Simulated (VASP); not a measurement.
# C (Fd-3m) in VASP: notebook, part 3 of 3

VASP 6.6.1.

## Step 4: Single point, PBE

This run uses another cell than the first one, of 5.70 Å³/atom, 1.064 times its volume.

Input file INCAR:

```
SYSTEM = C
  PREC = Accurate
  ENCUT = 600
  EDIFF = 1E-6
  ISMEAR = 0
  SIGMA = 0.02
  LREAL = .FALSE.
  LASPH = .TRUE.
  NELM = 120
  ALGO = Normal
  ISIF = 2
  LWAVE = .FALSE.
  LCHARG = .FALSE.
  GGA = PE
  NBANDS = 11
  GGA_COMPAT = .FALSE.
```

Input file KPOINTS:

```
Automatic mesh
0
G
  12 12 12
  0 0 0
```

Input file POSCAR:

```
C
1.0
    0.0000000000      1.7857951501      1.7857951501
    1.7857951501      0.0000000000      1.7857951501
    1.7857951501      1.7857951501      0.0000000000
C
2
Direct
    0.0000000000      0.0000000000      0.0000000000
    0.2500000000      0.2500000000      0.2500000000
```

Potentials or basis: VASP PAW PBE potentials, release 64 (C).

On the command line:

```
cat potpaw_PBE.64/C/POTCAR > POTCAR
mpirun -np 1 vasp_std > vasp.out
```

OUTCAR:

```text
SYSTEM = C
   PREC = Accurate
   ENCUT = 600
   EDIFF = 1E-6
   ISMEAR = 0
   LREAL = .FALSE.
   LASPH = .TRUE.
   NELM = 120
   ISIF = 2
   GGA = PE

 ion  position               nearest neighbor table
   1  0.000  0.000  0.000-   2 1.55   2 1.55   2 1.55   2 1.55
   2  0.250  0.250  0.250-   1 1.55   1 1.55   1 1.55   1 1.55

  LATTYP: Found a face centered cubic cell.
 ALAT       =     3.5715903002

  Lattice vectors:

 A1 = (   0.0000000000,   1.7857951501,   1.7857951501)
 A2 = (   1.7857951501,   0.0000000000,   1.7857951501)
 A3 = (   1.7857951501,   1.7857951501,   0.0000000000)

Analysis of symmetry for initial positions (statically):
=====================================================================
 Subroutine PRICEL returns:
 Original cell was already a primitive cell.

 Routine SETGRP: Setting up the symmetry group for a
 face centered cubic supercell.

 Subroutine GETGRP returns: Found 48 space group operations
 (whereof 24 operations were pure point group operations)
 out of a pool of 48 trial point group operations.

The static configuration has the point symmetry T_d .
 The point group associated with its full space group is O_h .

Analysis of symmetry for dynamics (positions and initial velocities):
=====================================================================
 Subroutine PRICEL returns:
 Original cell was already a primitive cell.

 Routine SETGRP: Setting up the symmetry group for a
 face centered cubic supercell.

 Subroutine GETGRP returns: Found 48 space group operations
 (whereof 24 operations were pure point group operations)
 out of a pool of 48 trial point group operations.

The dynamic configuration has the point symmetry T_d .
 The point group associated with its full space group is O_h .

 Subroutine INISYM returns: Found 48 space group operations
 (whereof 24 operations are pure point group operations),
 and found     1 'primitive' translations

----------------------------------------------------------------------------------------

                                     Primitive cell

  volume of cell :      11.3900

  direct lattice vectors                    reciprocal lattice vectors
     0.000000000  1.785795150  1.785795150    -0.279987321  0.279987321  0.279987321
     1.785795150  0.000000000  1.785795150     0.279987321 -0.279987321  0.279987321
     1.785795150  1.785795150  0.000000000     0.279987321  0.279987321 -0.279987321

  length of vectors
     2.525495721  2.525495721  2.525495721     0.484952266  0.484952266  0.484952266

  position of ions in fractional coordinates (direct lattice)
     0.000000000  0.000000000  0.000000000
     0.250000000  0.250000000  0.250000000

  ion indices of the primitive-cell ions
   primitive index   ion index
                 1           1
                 2           2

----------------------------------------------------------------------------------------

 KPOINTS: Automatic mesh

Automatic generation of k-mesh.
 Grid dimensions read from file:
 generate k-points for:   12   12   12

 Generating k-lattice:

  Cartesian coordinates                     Fractional coordinates (reciprocal lattice)
    -0.023332277  0.023332277  0.023332277     0.083333333  0.000000000  0.000000000
     0.023332277 -0.023332277  0.023332277     0.000000000  0.083333333  0.000000000
     0.023332277  0.023332277 -0.023332277     0.000000000  0.000000000  0.083333333

  Length of vectors
     0.040412689  0.040412689  0.040412689

  Shift w.r.t. Gamma in fractional coordinates (k-lattice)
     0.000000000  0.000000000  0.000000000

 Subroutine IBZKPT returns following result:
 ===========================================

 Found     72 irreducible k-points:

 Following reciprocal coordinates:
            Coordinates               Weight
  0.000000  0.000000  0.000000      1.000000
  0.083333  0.000000  0.000000      8.000000
  0.166667  0.000000  0.000000      8.000000
  0.250000  0.000000  0.000000      8.000000
  0.333333  0.000000  0.000000      8.000000
  0.416667  0.000000  0.000000      8.000000
[... 16 lines left out ...]
  0.500000  0.166667  0.000000     24.000000
 -0.416667  0.166667  0.000000     24.000000
 [... further k-points ...]
   k-points           NKPTS =     72   k-points in BZ     NKDIM =     72   number of bands    NBANDS=     11
   number of dos      NEDOS =    301   number of ions     NIONS =      2
   total plane-waves  NPLWV =   8000
   dimension x,y,z NGX =    20 NGY =   20 NGZ =   20
   dimension x,y,z NGXF=    40 NGYF=   40 NGZF=   40
   ions per type =               2
   NGX,Y,Z   is equivalent  to a cutoff of  13.17, 13.17, 13.17 a.u.
   NGXF,Y,Z  is equivalent  to a cutoff of  26.33, 26.33, 26.33 a.u.
 SYSTEM =  C
   PREC   = accura    normal or accurate (medium, high low for compatibility)
   ISTART =      0    job   : 0-new  1-cont  2-samecut
   ICHARG =      2    charge: 1-file 2-atom 10-const
   ISPIN  =      1    spin polarized calculation?
   LNONCOLLINEAR =      F non collinear calculations
   LSORBIT =      F    spin-orbit coupling
   LASPH  =      T    aspherical Exc in radial PAW
   ENCUT  =  600.0 eV  44.10 Ry    6.64 a.u.   5.04  5.04  5.04*2*pi/ulx,y,z
   NELM   =    120;   NELMIN=  2; NELMDL= -5     # of ELM steps
   EDIFF  = 0.1E-05   stopping-criterion for ELM
   LREAL  =      F    real-space projection
   EDIFFG = 0.1E-04   stopping-criterion for IOM
   NSW    =      0    number of steps for IOM
   IBRION =     -1    ionic relax: 0-MD 1-quasi-New 2-CG
   NFREE  =      0    steps in history (QN), initial steepest desc. (CG)
   ISIF   =      2    stress and relaxation
   ISYM   =      2    0-nonsym 1-usesym 2-fastsym
   POTIM  = 0.5000    time-step for ionic-motion
   TEBEG  =    0.0;   TEEND  =   0.0 temperature during run
   PSTRESS=    0.0 pullay stress
   NELECT =       8.0000    total number of electrons
   NUPDOWN=      -1.0000    fix difference up-down
   EMIN   =  10.00;   EMAX   =-10.00  energy-range for DOS
   EFERMI =   0.00;   METHOD = LEGACY
   ISMEAR =     0;   SIGMA  =   0.02  broadening in eV -4-tet -1-fermi 0-gaus
   EFERMI_NEDOS =   21; number of points for ismear=-14 and -15
   IALGO  =     38    algorithm
   IMIX   =      4    mixing-type and parameters
     AMIX     =   0.40;   BMIX     =  1.00
     AMIX_MAG =   1.60;   BMIX_MAG =  1.00
  volume/ion in A,a.u.               =       5.70        38.43
  Fermi-wavevector in a.u.,A,eV,Ry     =   1.455224  2.749975 28.812744  2.117677
  Thomas-Fermi vector in A             =   2.572283
   LORBIT       =      0    0 simple, 1 ext, 2 COOP (PROOUT), +10 PAW based schemes
   GGA     = PE    functional components
   LHFCALC =     F    Hartree Fock is set to
   AEXX    =    0.0000 exact exchange contribution
   IVDW    =     0    specifies the selected vdW correction
   LEPSILON=     F    determine dielectric tensor
   LRPA    =     F    only Hartree local field effects (RPA)
 non-spin polarized calculation
 Gauss-broadening in eV      SIGMA  =   0.02
  energy-cutoff  :      600.00
  volume of cell :       11.39
 maximum number of plane-waves:       392
   NGX =  9   NGY =  9   NGZ =  9

 number of electron       7.9999999 magnetization

 Free energy of the ion-electron system (eV)
  ---------------------------------------------------
  ext. energy  EPLUGINS =         0.00000000
  ---------------------------------------------------
  free energy    TOTEN  =       -18.19049244 eV

  energy without entropy =      -18.19049244  energy(sigma->0) =      -18.19049244

 E-fermi :   9.7728     XC(G=0): -13.2303

 val. band max:        9.6696243105   @ k =   0.0000   0.0000   0.0000
 cond. band min:      13.8138506744   @ k =   0.3333   0.3333   0.0000
 fundamental gap:      4.1442263638
 Fermi energy:         9.7728290043

 k-point     1 :       0.0000    0.0000    0.0000
  band No.  band energies     occupation
      1     -11.7521      2.00000
      2       9.6696      2.00000
      3       9.6696      2.00000
      4       9.6696      2.00000
      5      15.2486      0.00000
      6      15.2486      0.00000
      7      15.2486      0.00000
      8      22.9076      0.00000
      9      28.9126      0.00000
     10      36.1611      0.00000
     11      36.1611      0.00000
[... 309 lines left out ...]
 k-point    24 :      -0.4167    0.1667    0.0000
  band No.  band energies     occupation
      1      -5.5929      2.00000
      2      -2.8187      2.00000
      3       4.2127      2.00000
      4       6.0960      2.00000
      5      17.1885      0.00000
      6      19.8733      0.00000
      7      20.8215      0.00000
      8      25.0588      0.00000
      9      29.0678      0.00000
     10      33.8106      0.00000
     11      34.1586      0.00000

 [... further k-points ...]
[... 5 lines left out ...]
  --------------------------------------------------------------------------------------
  -------------------------------------------------------------------------------------
  Total       -0.0006818     -0.0006818     -0.0006818      0.0000000      0.0000000     -0.0000000
  in kB       -0.0958998     -0.0958998     -0.0958998      0.0000000      0.0000000     -0.0000000
  external PRESSURE =      -0.0958998 kB  Pullay stress =       0.0000000 kB

 VOLUME and BASIS-vectors are now :
 -----------------------------------------------------------------------------
  energy-cutoff  :      600.00
  volume of cell :       11.39
      direct lattice vectors                 reciprocal lattice vectors
     0.000000000  1.785795150  1.785795150    -0.279987321  0.279987321  0.279987321
     1.785795150  0.000000000  1.785795150     0.279987321 -0.279987321  0.279987321
     1.785795150  1.785795150  0.000000000     0.279987321  0.279987321 -0.279987321

 POSITION                                       TOTAL-FORCE (eV/Angst)
 -----------------------------------------------------------------------------------
      0.00000      0.00000      0.00000        -0.000000     -0.000000      0.000000
      0.89290      0.89290      0.89290         0.000000      0.000000     -0.000000
 -----------------------------------------------------------------------------------
    total drift:                                0.000000      0.000000      0.000000

  FREE ENERGIE OF THE ION-ELECTRON SYSTEM (eV)
  ---------------------------------------------------
  free  energy   TOTEN  =       -18.1904924437 eV

  energy  without entropy=      -18.1904924437  energy(sigma->0) =      -18.19049244
```

OSZICAR:

```text
N       E                     dE             d eps       ncg     rms          rms(c)
DAV:   1     0.270213036314E+01    0.27021E+01   -0.53027E+03  1632   0.814E+02
DAV:   2    -0.183616307441E+02   -0.21064E+02   -0.20000E+02  2072   0.129E+02
DAV:   3    -0.188193668460E+02   -0.45774E+00   -0.45644E+00  1881   0.145E+01
DAV:   4    -0.188202436436E+02   -0.87680E-03   -0.87678E-03  1665   0.764E-01
DAV:   5    -0.188202446886E+02   -0.10450E-05   -0.10450E-05  1832   0.264E-02    0.550E+00
DAV:   6    -0.183476882298E+02    0.47256E+00   -0.24632E-01  1629   0.350E+00    0.328E+00
DAV:   7    -0.181886249528E+02    0.15906E+00   -0.30235E-01  1683   0.392E+00    0.743E-01
DAV:   8    -0.181904316890E+02   -0.18067E-02   -0.86581E-03  1656   0.696E-01    0.436E-02
DAV:   9    -0.181904717759E+02   -0.40087E-04   -0.62231E-05  1864   0.638E-02    0.242E-02
DAV:  10    -0.181904923743E+02   -0.20598E-04   -0.15692E-05  1680   0.349E-02    0.522E-03
DAV:  11    -0.181904924437E+02   -0.69385E-07   -0.25076E-07  1414   0.460E-03
   1 F= -.18190492E+02 E0= -.18190492E+02  d E =-.533956E-16
```

stdout:

```text
POSCAR found type information on POSCAR C
 POSCAR found :  1 types and       2 ions
 scaLAPACK will be used
 LDA part: xc-table for (Slater+PW92), standard interpolation
 POSCAR, INCAR and KPOINTS ok, starting setup
 FFT: planning ... GRIDC
 FFT: planning ... GRID_SOFT
 FFT: planning ... GRID
 WAVECAR not read
 entering main loop
```

Run time: 5.7 s. Hardware: 1 thread of Intel Xeon 6975P-C, shared host; peak memory 0.12 GiB.

What came out:

* Free energy: -18.1905 eV
* Pressure: 0.0 GPa
* Band gap on the k mesh: 4.14 eV, indirect (least direct gap 5.58 eV)

Levels at points of the mesh, in eV from the valence-band top:
```
           k point  band 1  band 2  band 3  band 4  band 5  band 6  band 7  band 8  band 9
(0.00, 0.00, 0.00)  -21.42    0.00    0.00    0.00    5.58    5.58    5.58   13.24   19.24
(0.50, 0.00, 0.00)  -15.67  -13.33   -2.79   -2.79    8.44    8.44    8.79   15.66   21.83
(0.50, 0.50, 0.00)  -12.74  -12.74   -6.27   -6.27    4.75    4.75   16.74   16.74   23.15
```

## Step 5: Single point, PBE (volume scaled by 0.97)

Input file INCAR:

```
PREC = Accurate ; ENCUT = 600
EDIFF = 1E-6 ; ISMEAR = 0
SIGMA = 0.02 ; LREAL = False
LASPH = True ; NELM = 120
ALGO = Normal ; ISIF = 2
LWAVE = False ; LCHARG = False
GGA = PE ; NBANDS = 11
GGA_COMPAT = False
```

Input file KPOINTS:

```
regular mesh
0
Gamma
  12 12 12
```

Input file POSCAR:

```
C
1.0
    0.0000000000      1.7677555819      1.7677555819
    1.7677555819      0.0000000000      1.7677555819
    1.7677555819      1.7677555819      0.0000000000
C
2
Direct
    0.0000000000      0.0000000000      0.0000000000
    0.2500000000      0.2500000000      0.2500000000
```

On the command line:

```
cat potpaw_PBE.64/C/POTCAR > POTCAR
mpirun -np 1 vasp_std > vasp.out
```

Wall time 5.6 s (1 thread of Intel Xeon 6975P-C, shared host); peak memory 0.12 GiB.

The run converged. Its results:

```yaml
Free_energy: -18.1744 eV
Pressure: 14.0 GPa
Band_gap_on_the_k_mesh: 4.21 eV, indirect (least direct gap 5.66 eV)
```

Levels at points of the mesh, in eV from the valence-band top:
| k point | band 1 | band 2 | band 3 | band 4 | band 5 | band 6 | band 7 | band 8 | band 9 |
| --- | --- | --- | --- | --- | --- | --- | --- | --- | --- |
| (0.00, 0.00, 0.00) | -21.83 | 0.00 | 0.00 | 0.00 | 5.66 | 5.66 | 5.66 | 13.94 | 19.64 |
| (0.50, 0.00, 0.00) | -15.91 | -13.67 | -2.87 | -2.87 | 8.57 | 8.57 | 9.21 | 15.94 | 22.27 |
| (0.50, 0.50, 0.00) | -12.95 | -12.95 | -6.46 | -6.46 | 4.81 | 4.81 | 17.21 | 17.21 | 23.72 |

Caveat: the cell differs from its parent crystal (volume scaled by 0.97).

## Step 6: Summary

```csv
cell,gap on the mesh (eV),pressure (GPa)
"a = 2.474 Å, angles 60.0°, 2 atoms",4.29,30.2
"a = 2.447 Å, angles 60.0°, 2 atoms",4.36,48.8
"a = 2.525 Å, angles 60.0°, 2 atoms",4.14,0.0
"a = 2.500 Å, angles 60.0°, 2 atoms",4.21,14.0
```

Alike in all rows: task single point; level PBE; potentials or basis VASP PAW PBE potentials, release 64 (C); no spin polarisation; k mesh 12 × 12 × 12; cutoff (eV) 600; smearing gaussian 0.02 eV.

Absolute energies hang on the potentials; compare differences alone.
